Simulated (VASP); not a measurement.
# Zn2CdTe3 (P3m1) in VASP: notebook

Zn2CdTe3 is run at these levels: PBE; tasks: single point.

Program: VASP 6.6.1. These are calculated values, not measurements. Logs are shortened: lines on timing, memory, paths and dates and some standing lists are left out, and cuts for length are marked.

**1. The cell of the first run**

Symmetry: P3m1, No. 156, trigonal system. The conventional cell has a = 4.513 Å, b = 4.513 Å, c = 11.101 Å, α = 90.00°, β = 90.00°, γ = 120.00°. Within 3.6 Å of Zn (site symmetry 3m) lie 4 Te at 2.70 to 2.74 Å. Zn (site symmetry 3m) has 4 Te at 2.70 to 2.74 Å within 3.6 Å. Within 3.7 Å of Cd (site symmetry 3m) lie 4 Te at 2.83 to 2.88 Å. Te (site symmetry 3m) has 3 Zn at 2.74 Å and 1 Cd at 2.88 Å within 3.6 Å. Te (site symmetry 3m) has 4 Zn at 2.70 to 2.74 Å within 3.6 Å. Within 3.6 Å of Te (site symmetry 3m) lie 1 Zn at 2.70 Å and 3 Cd at 2.83 Å.

**2. Single point, PBE (volume scaled by 1.03, then relaxed in part)**

The input, INCAR:

```
SYSTEM = Zn2CdTe3
ALGO = Normal
EDIFF = 1E-6
ENCUT = 520
GGA = PE
ISIF = 2
ISMEAR = 0
LASPH = .TRUE.
LCHARG = .FALSE.
LREAL = .FALSE.
LWAVE = .FALSE.
NBANDS = 36
NELM = 100
PREC = Accurate
SIGMA = 0.02
```

The input, KPOINTS:

```
k-points
0
G
  6 6 4
  0 0 0
```

The input, POSCAR:

```
Zn2CdTe3
1.0
    4.5133265317      0.0000000000      0.0000000000
   -2.2566632659      3.9086554320      0.0000000000
    0.0000000000      0.0000000000     11.1010818709
Zn Cd Te
2 1 3
Direct
    0.3333333333      0.6666666667      0.6604068572
    0.6666666667      0.3333333333      0.3402495070
    0.0000000000      0.0000000000      0.9970624892
    0.0000000000      0.0000000000      0.7378114328
    0.3333333333      0.6666666667      0.4170449193
    0.6666666667      0.3333333333      0.0974247946
```

Potentials or basis: VASP PAW PBE potentials, release 64 (Zn, Cd, Te).

Run with:

```console
$ cat potpaw_PBE.64/Zn/POTCAR potpaw_PBE.64/Cd/POTCAR potpaw_PBE.64/Te/POTCAR > POTCAR
$ mpirun -np 1 vasp_std > vasp.out
```

OUTCAR:

```text
SYSTEM = Zn2CdTe3
   EDIFF = 1E-6
   ENCUT = 520
   GGA = PE
   ISIF = 2
   ISMEAR = 0
   LASPH = .TRUE.
   LREAL = .FALSE.
   NELM = 100
   PREC = Accurate

 ion  position               nearest neighbor table
   1  0.333  0.667  0.660-   5 2.70   4 2.74   4 2.74   4 2.74
   2  0.667  0.333  0.340-   6 2.70   5 2.74   5 2.74   5 2.74
   3  0.000  0.000  0.997-   6 2.83   6 2.83   6 2.83   4 2.88
   4  0.000  0.000  0.738-   1 2.74   1 2.74   1 2.74   3 2.88
   5  0.333  0.667  0.417-   1 2.70   2 2.74   2 2.74   2 2.74
   6  0.667  0.333  0.097-   2 2.70   3 2.83   3 2.83   3 2.83

  LATTYP: Found a hexagonal cell.
 ALAT       =     4.5133265317
 C/A-ratio  =     2.4596230281

  Lattice vectors:

 A1 = (   4.5133265317,   0.0000000000,   0.0000000000)
 A2 = (  -2.2566632659,   3.9086554320,   0.0000000000)
 A3 = (   0.0000000000,   0.0000000000,  11.1010818709)

Analysis of symmetry for initial positions (statically):
=====================================================================
 Subroutine PRICEL returns:
 Original cell was already a primitive cell.

 Routine SETGRP: Setting up the symmetry group for a
 hexagonal supercell.

 Subroutine GETGRP returns: Found  6 space group operations
 (whereof  6 operations were pure point group operations)
 out of a pool of 24 trial point group operations.

The static configuration has the point symmetry C_3v.

Analysis of symmetry for dynamics (positions and initial velocities):
=====================================================================
 Subroutine PRICEL returns:
 Original cell was already a primitive cell.

 Routine SETGRP: Setting up the symmetry group for a
 hexagonal supercell.

 Subroutine GETGRP returns: Found  6 space group operations
 (whereof  6 operations were pure point group operations)
 out of a pool of 24 trial point group operations.

The dynamic configuration has the point symmetry C_3v.

 Subroutine INISYM returns: Found  6 space group operations
 (whereof  6 operations are pure point group operations),
 and found     1 'primitive' translations

----------------------------------------------------------------------------------------

                                     Primitive cell

  volume of cell :     195.8346

  direct lattice vectors                    reciprocal lattice vectors
     4.513326532  0.000000000  0.000000000     0.221566065  0.127921227  0.000000000
    -2.256663266  3.908655432  0.000000000     0.000000000  0.255842455  0.000000000
     0.000000000  0.000000000 11.101081871     0.000000000  0.000000000  0.090081310

  length of vectors
     4.513326532  4.513326532 11.101081871     0.255842455  0.255842455  0.090081310

  position of ions in fractional coordinates (direct lattice)
     0.333333333  0.666666667  0.660406857
     0.666666667  0.333333333  0.340249507
     0.000000000  0.000000000  0.997062489
     0.000000000  0.000000000  0.737811433
     0.333333333  0.666666667  0.417044919
     0.666666667  0.333333333  0.097424795

  ion indices of the primitive-cell ions
   primitive index   ion index
                 1           1
                 2           2
                 3           3
                 4           4
                 5           5
                 6           6

----------------------------------------------------------------------------------------

 KPOINTS: k-points

Automatic generation of k-mesh.
 Grid dimensions read from file:
 generate k-points for:    6    6    4

 Generating k-lattice:

  Cartesian coordinates                     Fractional coordinates (reciprocal lattice)
     0.036927678  0.021320205  0.000000000     0.166666667  0.000000000  0.000000000
     0.000000000  0.042640409  0.000000000     0.000000000  0.166666667  0.000000000
     0.000000000  0.000000000  0.022520328     0.000000000  0.000000000  0.250000000

  Length of vectors
     0.042640409  0.042640409  0.022520328

  Shift w.r.t. Gamma in fractional coordinates (k-lattice)
     0.000000000  0.000000000  0.000000000

 Subroutine IBZKPT returns following result:
 ===========================================

 Found     24 irreducible k-points:

 Following reciprocal coordinates:
            Coordinates               Weight
  0.000000  0.000000  0.000000      1.000000
  0.166667  0.000000  0.000000      6.000000
  0.333333  0.000000  0.000000      6.000000
  0.500000  0.000000  0.000000      3.000000
  0.166667  0.166667  0.000000      6.000000
  0.333333  0.166667  0.000000     12.000000
[... 16 lines left out ...]
  0.333333  0.166667  0.500000     12.000000
  0.333333  0.333333  0.500000      2.000000
   k-points           NKPTS =     24   k-points in BZ     NKDIM =     24   number of bands    NBANDS=     36
   number of dos      NEDOS =    301   number of ions     NIONS =      6
   total plane-waves  NPLWV = 108864
   dimension x,y,z NGX =    36 NGY =   36 NGZ =   84
   dimension x,y,z NGXF=    72 NGYF=   72 NGZF=  168
   ions per type =               2   1   3
   NGX,Y,Z   is equivalent  to a cutoff of  13.26, 13.26, 12.58 a.u.
   NGXF,Y,Z  is equivalent  to a cutoff of  26.52, 26.52, 25.16 a.u.
 SYSTEM =  Zn2CdTe3
   PREC   = accura    normal or accurate (medium, high low for compatibility)
   ISTART =      0    job   : 0-new  1-cont  2-samecut
   ICHARG =      2    charge: 1-file 2-atom 10-const
   ISPIN  =      1    spin polarized calculation?
   LNONCOLLINEAR =      F non collinear calculations
   LSORBIT =      F    spin-orbit coupling
   LASPH  =      T    aspherical Exc in radial PAW
   ENCUT  =  520.0 eV  38.22 Ry    6.18 a.u.   8.39  8.39 20.64*2*pi/ulx,y,z
   NELM   =    100;   NELMIN=  2; NELMDL= -5     # of ELM steps
   EDIFF  = 0.1E-05   stopping-criterion for ELM
   LREAL  =      F    real-space projection
   EDIFFG = 0.1E-04   stopping-criterion for IOM
   NSW    =      0    number of steps for IOM
   IBRION =     -1    ionic relax: 0-MD 1-quasi-New 2-CG
   NFREE  =      0    steps in history (QN), initial steepest desc. (CG)
   ISIF   =      2    stress and relaxation
   ISYM   =      2    0-nonsym 1-usesym 2-fastsym
   POTIM  = 0.5000    time-step for ionic-motion
   TEBEG  =    0.0;   TEEND  =   0.0 temperature during run
   PSTRESS=    0.0 pullay stress
   NELECT =      54.0000    total number of electrons
   NUPDOWN=      -1.0000    fix difference up-down
   EMIN   =  10.00;   EMAX   =-10.00  energy-range for DOS
   EFERMI =   0.00;   METHOD = LEGACY
   ISMEAR =     0;   SIGMA  =   0.02  broadening in eV -4-tet -1-fermi 0-gaus
   EFERMI_NEDOS =   21; number of points for ismear=-14 and -15
   IALGO  =     38    algorithm
   IMIX   =      4    mixing-type and parameters
     AMIX     =   0.40;   BMIX     =  1.00
     AMIX_MAG =   1.60;   BMIX_MAG =  1.00
  volume/ion in A,a.u.               =      32.64       220.26
  Fermi-wavevector in a.u.,A,eV,Ry     =   1.065556  2.013609 15.448185  1.135410
  Thomas-Fermi vector in A             =   2.201111
   LORBIT       =      0    0 simple, 1 ext, 2 COOP (PROOUT), +10 PAW based schemes
   GGA     = PE    functional components
   LHFCALC =     F    Hartree Fock is set to
   AEXX    =    0.0000 exact exchange contribution
   IVDW    =     0    specifies the selected vdW correction
   LEPSILON=     F    determine dielectric tensor
   LRPA    =     F    only Hartree local field effects (RPA)
 non-spin polarized calculation
 Gauss-broadening in eV      SIGMA  =   0.02
  energy-cutoff  :      520.00
  volume of cell :      195.83
 maximum number of plane-waves:      5334
 NGX is ok and might be reduce to    36
   NGX = 17   NGY = 17   NGZ = 41

 number of electron      53.9999988 magnetization

 Free energy of the ion-electron system (eV)
  ---------------------------------------------------
  ext. energy  EPLUGINS =         0.00000000
  ---------------------------------------------------
  free energy    TOTEN  =       -15.06112735 eV

  energy without entropy =      -15.06112735  energy(sigma->0) =      -15.06112735

 E-fermi :   2.3751     XC(G=0):  -8.4877

 val. band max:        2.2732515266   @ k =   0.0000   0.0000   0.0000
 cond. band min:       2.8879635678   @ k =   0.0000   0.0000   0.0000
 fundamental gap:      0.6147120411
 Fermi energy:         2.3750999168

 k-point     1 :       0.0000    0.0000    0.0000
  band No.  band energies     occupation
      1      -8.9489      2.00000
      2      -8.5394      2.00000
      3      -8.4056      2.00000
      4      -5.8648      2.00000
      5      -5.8648      2.00000
      6      -5.7267      2.00000
[... 28 lines left out ...]
     35       7.1826      0.00000
     36       7.6532      0.00000

 k-point     2 :       0.1667    0.0000    0.0000
  band No.  band energies     occupation
      1      -8.8255      2.00000
      2      -8.4566      2.00000
      3      -8.3387      2.00000
      4      -5.8460      2.00000
      5      -5.8184      2.00000
      6      -5.7110      2.00000
[... 28 lines left out ...]
     35       7.3595      0.00000
     36       7.6564      0.00000

 k-point     3 :       0.3333    0.0000    0.0000
  band No.  band energies     occupation
      1      -8.5349      2.00000
      2      -8.3006      2.00000
      3      -8.2034      2.00000
      4      -5.8143      2.00000
      5      -5.7499      2.00000
      6      -5.6894      2.00000
[... 28 lines left out ...]
     35       8.0385      0.00000
     36       8.1897      0.00000

 k-point     4 :       0.5000    0.0000    0.0000
  band No.  band energies     occupation
      1      -8.3211      2.00000
      2      -8.2738      2.00000
      3      -8.1320      2.00000
      4      -5.8025      2.00000
      5      -5.7450      2.00000
      6      -5.6650      2.00000
[... 28 lines left out ...]
     35       8.1337      0.00000
     36       8.7152      0.00000

 k-point     5 :       0.1667    0.1667    0.0000
  band No.  band energies     occupation
      1      -8.6168      2.00000
      2      -8.3336      2.00000
      3      -8.2400      2.00000
      4      -5.8264      2.00000
      5      -5.7479      2.00000
      6      -5.7067      2.00000
[... 655 lines left out ...]
 k-point    22 :       0.1667    0.1667    0.5000
  band No.  band energies     occupation
      1      -8.5688      2.00000
      2      -8.4445      2.00000
      3      -8.1776      2.00000
      4      -5.8262      2.00000
      5      -5.7486      2.00000
      6      -5.7056      2.00000
[... 28 lines left out ...]
     35       8.0239      0.00000
     36       8.0698      0.00000

 k-point    23 :       0.3333    0.1667    0.5000
  band No.  band energies     occupation
      1      -8.3350      2.00000
      2      -8.2614      2.00000
      3      -8.1359      2.00000
      4      -5.8114      2.00000
      5      -5.7236      2.00000
      6      -5.6793      2.00000
[... 28 lines left out ...]
     35       8.0137      0.00000
     36       8.3032      0.00000

 k-point    24 :       0.3333    0.3333    0.5000
  band No.  band energies     occupation
      1      -8.2342      2.00000
      2      -8.1765      2.00000
      3      -8.1659      2.00000
      4      -5.8141      2.00000
      5      -5.6889      2.00000
      6      -5.6768      2.00000
[... 28 lines left out ...]
     35       7.9130      0.00000
     36       8.4126      0.00000

------------------------ aborting loop because EDIFF is reached ----------------------------------------

  FORCE on cell =-STRESS in cart. coord.  units (eV):
  Direction    XX          YY          ZZ          XY          YZ          ZX
  --------------------------------------------------------------------------------------
  -------------------------------------------------------------------------------------
  Total       -1.2370997     -1.2370997     -1.2453220      0.0000000      0.0000000     -0.0000000
  in kB      -10.1210560    -10.1210560    -10.1883255      0.0000000      0.0000000     -0.0000000
  external PRESSURE =     -10.1434792 kB  Pullay stress =       0.0000000 kB

 VOLUME and BASIS-vectors are now :
 -----------------------------------------------------------------------------
  energy-cutoff  :      520.00
  volume of cell :      195.83
      direct lattice vectors                 reciprocal lattice vectors
     4.513326532  0.000000000  0.000000000     0.221566065  0.127921227  0.000000000
    -2.256663266  3.908655432  0.000000000     0.000000000  0.255842455  0.000000000
     0.000000000  0.000000000 11.101081871     0.000000000  0.000000000  0.090081310

 POSITION                                       TOTAL-FORCE (eV/Angst)
 -----------------------------------------------------------------------------------
     -0.00000      2.60577      7.33123        -0.000000      0.000000      0.000748
      2.25666      1.30289      3.77714        -0.000000     -0.000000     -0.000711
      0.00000      0.00000     11.06847         0.000000      0.000000     -0.003675
      0.00000      0.00000      8.19051         0.000000     -0.000000     -0.005253
     -0.00000      2.60577      4.62965         0.000000     -0.000000      0.000565
      2.25666      1.30289      1.08152         0.000000      0.000000      0.008326
 -----------------------------------------------------------------------------------
    total drift:                                0.000001     -0.000001      0.000021

  FREE ENERGIE OF THE ION-ELECTRON SYSTEM (eV)
  ---------------------------------------------------
  free  energy   TOTEN  =       -15.0611273497 eV

  energy  without entropy=      -15.0611273497  energy(sigma->0) =      -15.06112735
```

Wall time 5.2 min (1 thread of AMD EPYC 7R13, shared host); peak memory 0.39 GiB.

What came out:

```yaml
Free_energy: -15.0611 eV
Pressure: -1.0 GPa
Largest_force: 0.008 eV/Å
Band_gap_on_the_k_mesh: 0.61 eV, direct
```

Forces in eV/Å, atoms in the order of the input:
```
Zn   0.000  0.000  0.001
Zn   0.000  0.000 -0.001
Cd   0.000  0.000 -0.004
Te   0.000  0.000 -0.005
Te   0.000  0.000  0.001
Te   0.000  0.000  0.008
```

Caveat: spin-orbit coupling is left out, which moves the levels of the heavy elements.

(Part 1 of 2 ends here.)
